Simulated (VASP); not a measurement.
# CdS (P6_3mc) in VASP: notebook

The runs below take CdS through single point, with r2SCAN.

Everything below comes from runs of VASP 6.6.1. Logs are shortened: lines on timing, memory, paths and dates and some standing lists are left out, and cuts for length are marked.

## 1. The cell of the first run

Symmetry: P6_3mc, No. 186, hexagonal system. Conventional cell: a = 4.165 Å, b = 4.165 Å, c = 6.766 Å, α = 90.00°, β = 90.00°, γ = 120.00°. Within 3.4 Å of Cd (site symmetry 3m) lie 4 S at 2.54 to 2.55 Å. Within 3.4 Å of S (site symmetry 3m) lie 4 Cd at 2.54 to 2.55 Å.

## 2. Single point, r2SCAN

Input file POSCAR:

```
CdS
1.0
    4.1646012827      0.0000000000      0.0000000000
   -2.0823006414      3.6066505075      0.0000000000
    0.0000000000      0.0000000000      6.7660104900
Cd S
2 2
Direct
    0.3333333333      0.6666666667     -0.0009631164
    0.6666666667      0.3333333333      0.4990368836
    0.3333333333      0.6666666667      0.3759631164
    0.6666666667      0.3333333333      0.8759631164
```

Input file INCAR.step1:

```
SYSTEM = CdS
PREC     = Accurate       ! precision mode
ENCUT    = 520            ! plane-wave cutoff, eV
ISMEAR   = 0              ! smearing method
SIGMA    = 0.01           ! smearing width, eV
LREAL    = .False.        ! projectors in reciprocal space
LASPH    = .True.         ! aspherical terms in the spheres
NELM     = 60             ! most SCF steps
NBANDS   = 26             ! bands
GGA      = PE             ! functional
ALGO     = Normal         ! electronic algorithm
EDIFF    = 1E-4           ! SCF threshold, eV
LWAVE    = .True.         ! write WAVECAR
LCHARG   = .False.        ! write CHGCAR
```

Input file INCAR.step2:

```
SYSTEM = CdS
PREC     = Accurate       ! precision mode
ENCUT    = 520            ! plane-wave cutoff, eV
EDIFF    = 1E-6           ! SCF threshold, eV
ISMEAR   = 0              ! smearing method
SIGMA    = 0.01           ! smearing width, eV
LREAL    = .False.        ! projectors in reciprocal space
LASPH    = .True.         ! aspherical terms in the spheres
NELM     = 60             ! most SCF steps
ALGO     = Normal         ! electronic algorithm
ISIF     = 2              ! what is computed and relaxed
LWAVE    = .False.        ! write WAVECAR
LCHARG   = .True.         ! write CHGCAR
METAGGA  = R2SCAN         ! meta-GGA
LMIXTAU  = .True.       
LELF     = .True.         ! ELF
LVHAR    = .True.       
NBANDS   = 26             ! bands
ISTART   = 1
```

Input file KPOINTS:

```
regular mesh
0
Gamma
  12 12 4
  0 0 0
```

Potentials or basis: VASP PAW PBE potentials, release 64 (Cd, S).

On the command line:

```
$ cat potpaw_PBE.64/Cd/POTCAR potpaw_PBE.64/S/POTCAR > POTCAR
$ cp INCAR.step1 INCAR
$ mpirun -np 1 vasp_std > vasp.out
$ cp INCAR.step2 INCAR
$ mpirun -np 1 vasp_std > vasp.out
```

OUTCAR:

```text
SYSTEM = CdS
   PREC = Accurate
   ENCUT = 520
   EDIFF = 1E-6
   ISMEAR = 0
   LREAL = .False.
   LASPH = .True.
   NELM = 60
   ISIF = 2
   METAGGA = R2SCAN
   ISTART = 1

 ion  position               nearest neighbor table
   1  0.333  0.667  0.999-   4 2.54   4 2.54   4 2.54   3 2.55
   2  0.667  0.333  0.499-   3 2.54   3 2.54   3 2.54   4 2.55
   3  0.333  0.667  0.376-   2 2.54   2 2.54   2 2.54   1 2.55
   4  0.667  0.333  0.876-   1 2.54   1 2.54   1 2.54   2 2.55

  LATTYP: Found a hexagonal cell.
 ALAT       =     4.1646012827
 C/A-ratio  =     1.6246478428

  Lattice vectors:

 A1 = (   4.1646012827,   0.0000000000,   0.0000000000)
 A2 = (  -2.0823006414,   3.6066505075,   0.0000000000)
 A3 = (   0.0000000000,   0.0000000000,   6.7660104900)

Analysis of symmetry for initial positions (statically):
=====================================================================
 Subroutine PRICEL returns:
 Original cell was already a primitive cell.

 Routine SETGRP: Setting up the symmetry group for a
 hexagonal supercell.

 Subroutine GETGRP returns: Found 12 space group operations
 (whereof  6 operations were pure point group operations)
 out of a pool of 24 trial point group operations.

The static configuration has the point symmetry C_3v.
 The point group associated with its full space group is C_6v.

Analysis of symmetry for dynamics (positions and initial velocities):
=====================================================================
 Subroutine PRICEL returns:
 Original cell was already a primitive cell.

 Routine SETGRP: Setting up the symmetry group for a
 hexagonal supercell.

 Subroutine GETGRP returns: Found 12 space group operations
 (whereof  6 operations were pure point group operations)
 out of a pool of 24 trial point group operations.

The dynamic configuration has the point symmetry C_3v.
 The point group associated with its full space group is C_6v.

 Subroutine INISYM returns: Found 12 space group operations
 (whereof  6 operations are pure point group operations),
 and found     1 'primitive' translations

----------------------------------------------------------------------------------------

                                     Primitive cell

  volume of cell :     101.6272

  direct lattice vectors                    reciprocal lattice vectors
     4.164601283  0.000000000  0.000000000     0.240119025  0.138632784  0.000000000
    -2.082300641  3.606650507  0.000000000     0.000000000  0.277265568  0.000000000
     0.000000000  0.000000000  6.766010490     0.000000000  0.000000000  0.147797583

  length of vectors
     4.164601283  4.164601283  6.766010490     0.277265568  0.277265568  0.147797583

  position of ions in fractional coordinates (direct lattice)
     0.333333333  0.666666667  0.999036884
     0.666666667  0.333333333  0.499036884
     0.333333333  0.666666667  0.375963116
     0.666666667  0.333333333  0.875963116

  ion indices of the primitive-cell ions
   primitive index   ion index
                 1           1
                 2           2
                 3           3
                 4           4

----------------------------------------------------------------------------------------

 KPOINTS: regular mesh

Automatic generation of k-mesh.
 Grid dimensions read from file:
 generate k-points for:   12   12    4

 Generating k-lattice:

  Cartesian coordinates                     Fractional coordinates (reciprocal lattice)
     0.020009919  0.011552732  0.000000000     0.083333333  0.000000000  0.000000000
     0.000000000  0.023105464  0.000000000     0.000000000  0.083333333  0.000000000
     0.000000000  0.000000000  0.036949396     0.000000000  0.000000000  0.250000000

  Length of vectors
     0.023105464  0.023105464  0.036949396

  Shift w.r.t. Gamma in fractional coordinates (k-lattice)
     0.000000000  0.000000000  0.000000000

 Subroutine IBZKPT returns following result:
 ===========================================

 Found     57 irreducible k-points:

 Following reciprocal coordinates:
            Coordinates               Weight
  0.000000  0.000000  0.000000      1.000000
  0.083333  0.000000  0.000000      6.000000
  0.166667  0.000000  0.000000      6.000000
  0.250000  0.000000  0.000000      6.000000
  0.333333  0.000000  0.000000      6.000000
  0.416667  0.000000  0.000000      6.000000
[... 16 lines left out ...]
  0.250000  0.000000  0.250000     12.000000
  0.333333  0.000000  0.250000     12.000000
 [... further k-points ...]
   k-points           NKPTS =     57   k-points in BZ     NKDIM =     57   number of bands    NBANDS=     26
   number of dos      NEDOS =    301   number of ions     NIONS =      4
   total plane-waves  NPLWV =  51200
   dimension x,y,z NGX =    32 NGY =   32 NGZ =   50
   dimension x,y,z NGXF=    64 NGYF=   64 NGZF=  100
   ions per type =               2   2
   NGX,Y,Z   is equivalent  to a cutoff of  12.77, 12.77, 12.29 a.u.
   NGXF,Y,Z  is equivalent  to a cutoff of  25.55, 25.55, 24.57 a.u.
 SYSTEM =  CdS
   PREC   = accura    normal or accurate (medium, high low for compatibility)
   ISTART =      1    job   : 0-new  1-cont  2-samecut
   ICHARG =      0    charge: 1-file 2-atom 10-const
   ISPIN  =      1    spin polarized calculation?
   LNONCOLLINEAR =      F non collinear calculations
   LSORBIT =      F    spin-orbit coupling
   LASPH  =      T    aspherical Exc in radial PAW
   ENCUT  =  520.0 eV  38.22 Ry    6.18 a.u.   7.74  7.74 12.58*2*pi/ulx,y,z
   NELM   =     60;   NELMIN=  2; NELMDL=  0     # of ELM steps
   EDIFF  = 0.1E-05   stopping-criterion for ELM
   LREAL  =      F    real-space projection
   EDIFFG = 0.1E-04   stopping-criterion for IOM
   NSW    =      0    number of steps for IOM
   IBRION =     -1    ionic relax: 0-MD 1-quasi-New 2-CG
   NFREE  =      0    steps in history (QN), initial steepest desc. (CG)
   ISIF   =      2    stress and relaxation
   ISYM   =      2    0-nonsym 1-usesym 2-fastsym
   POTIM  = 0.5000    time-step for ionic-motion
   TEBEG  =    0.0;   TEEND  =   0.0 temperature during run
   PSTRESS=    0.0 pullay stress
   NELECT =      36.0000    total number of electrons
   NUPDOWN=      -1.0000    fix difference up-down
   EMIN   =  10.00;   EMAX   =-10.00  energy-range for DOS
   EFERMI =   0.00;   METHOD = LEGACY
   ISMEAR =     0;   SIGMA  =   0.01  broadening in eV -4-tet -1-fermi 0-gaus
   EFERMI_NEDOS =   21; number of points for ismear=-14 and -15
   IALGO  =     38    algorithm
   IMIX   =      4    mixing-type and parameters
     AMIX     =   0.40;   BMIX     =  1.00
     AMIX_MAG =   1.60;   BMIX_MAG =  1.00
  volume/ion in A,a.u.               =      25.41       171.45
  Fermi-wavevector in a.u.,A,eV,Ry     =   1.158348  2.188960 18.255881  1.341769
  Thomas-Fermi vector in A             =   2.294951
   LORBIT       =      0    0 simple, 1 ext, 2 COOP (PROOUT), +10 PAW based schemes
   METAGGA = R2SCAN    functional components
   LHFCALC =     F    Hartree Fock is set to
   AEXX    =    0.0000 exact exchange contribution
   IVDW    =     0    specifies the selected vdW correction
   LEPSILON=     F    determine dielectric tensor
   LRPA    =     F    only Hartree local field effects (RPA)
 non-spin polarized calculation
 Gauss-broadening in eV      SIGMA  =   0.01
  energy-cutoff  :      520.00
  volume of cell :      101.63
 maximum number of plane-waves:      2786
 NGX is ok and might be reduce to    32
   NGX = 15   NGY = 15   NGZ = 25

 number of electron      35.9999998 magnetization

 Free energy of the ion-electron system (eV)
  ---------------------------------------------------
  ext. energy  EPLUGINS =         0.00000000
  ---------------------------------------------------
  free energy    TOTEN  =       -59.38254955 eV

  energy without entropy =      -59.38254955  energy(sigma->0) =      -59.38254955

 E-fermi :   0.8997     XC(G=0):  -9.6090

 val. band max:        0.8434866300   @ k =   0.0000   0.0000   0.0000
 cond. band min:       2.4704368317   @ k =   0.0000   0.0000   0.0000
 fundamental gap:      1.6269502017
 Fermi energy:         0.8996766020

 k-point     1 :       0.0000    0.0000    0.0000
  band No.  band energies     occupation
      1     -11.8850      2.00000
      2     -11.4712      2.00000
      3      -7.0161      2.00000
      4      -7.0112      2.00000
      5      -7.0112      2.00000
      6      -6.9248      2.00000
[... 18 lines left out ...]
     25       8.9643      0.00000
     26       8.9643      0.00000

 k-point     2 :       0.0833    0.0000    0.0000
  band No.  band energies     occupation
      1     -11.8610      2.00000
      2     -11.4605      2.00000
      3      -7.0100      2.00000
      4      -7.0008      2.00000
      5      -6.9897      2.00000
      6      -6.9130      2.00000
[... 18 lines left out ...]
     25       8.9064      0.00000
     26       9.1203      0.00000

 k-point     3 :       0.1667    0.0000    0.0000
  band No.  band energies     occupation
      1     -11.7941      2.00000
      2     -11.4322      2.00000
      3      -6.9854      2.00000
      4      -6.9737      2.00000
      5      -6.9336      2.00000
      6      -6.8756      2.00000
[... 18 lines left out ...]
     25       8.8739      0.00000
     26       9.5512      0.00000

 k-point     4 :       0.2500    0.0000    0.0000
  band No.  band energies     occupation
      1     -11.6990      2.00000
      2     -11.3966      2.00000
      3      -6.9551      2.00000
      4      -6.9410      2.00000
      5      -6.8517      2.00000
      6      -6.8175      2.00000
[... 18 lines left out ...]
     25       9.3701      0.00000
     26       9.8085      0.00000
[... 496 lines left out ...]
      1     -11.7386      2.00000
      2     -11.4819      2.00000
      3      -6.9658      2.00000
      4      -6.9608      2.00000
      5      -6.9123      2.00000
      6      -6.8886      2.00000
[... 18 lines left out ...]
     25       8.9634      0.00000
     26       9.2295      0.00000

 k-point    23 :       0.2500    0.0000    0.2500
  band No.  band energies     occupation
      1     -11.6515      2.00000
      2     -11.4369      2.00000
      3      -6.9402      2.00000
      4      -6.9239      2.00000
      5      -6.8622      2.00000
      6      -6.8365      2.00000
[... 18 lines left out ...]
     25       9.0968      0.00000
     26       9.8296      0.00000

 k-point    24 :       0.3333    0.0000    0.2500
  band No.  band energies     occupation
      1     -11.5599      2.00000
      2     -11.3962      2.00000
      3      -6.9224      2.00000
      4      -6.8923      2.00000
      5      -6.8178      2.00000
      6      -6.7855      2.00000
[... 18 lines left out ...]
     25       9.2166      0.00000
     26      10.4937      0.00000

 [... further k-points ...]

------------------------ aborting loop because EDIFF is reached ----------------------------------------

  FORCE on cell =-STRESS in cart. coord.  units (eV):
  Direction    XX          YY          ZZ          XY          YZ          ZX
  --------------------------------------------------------------------------------------
  -------------------------------------------------------------------------------------
  Total        0.1810311      0.1810311      0.1974121     -0.0000000      0.0000000      0.0000000
  in kB        2.8539970      2.8539970      3.1122477     -0.0000000      0.0000000      0.0000000
  external PRESSURE =       2.9400806 kB  Pullay stress =       0.0000000 kB

 VOLUME and BASIS-vectors are now :
 -----------------------------------------------------------------------------
  energy-cutoff  :      520.00
  volume of cell :      101.63
      direct lattice vectors                 reciprocal lattice vectors
     4.164601283  0.000000000  0.000000000     0.240119025  0.138632784  0.000000000
    -2.082300641  3.606650507  0.000000000     0.000000000  0.277265568  0.000000000
     0.000000000  0.000000000  6.766010490     0.000000000  0.000000000  0.147797583

 POSITION                                       TOTAL-FORCE (eV/Angst)
 -----------------------------------------------------------------------------------
     -0.00000      2.40443      6.75949         0.000000      0.000000     -0.001728
      2.08230      1.20222      3.37649        -0.000000     -0.000000     -0.001728
     -0.00000      2.40443      2.54377        -0.000000     -0.000000      0.001728
      2.08230      1.20222      5.92678        -0.000000      0.000000      0.001728
 -----------------------------------------------------------------------------------
    total drift:                               -0.000000     -0.000000     -0.007682

  FREE ENERGIE OF THE ION-ELECTRON SYSTEM (eV)
  ---------------------------------------------------
  free  energy   TOTEN  =       -59.3825495477 eV

  energy  without entropy=      -59.3825495477  energy(sigma->0) =      -59.38254955
```

It took 3.9 min on 1 thread of Intel Xeon 6975P-C (Granite Rapids), shared host; peak memory 0.31 GiB.

Results:

- Free energy: -59.3825 eV
- Pressure: 0.3 GPa
- Band gap on the k mesh: 1.63 eV

Caveat: the PAW data sets were made with another functional, which shifts forces and pressure a little.

(Part 1 of 2 ends here.)
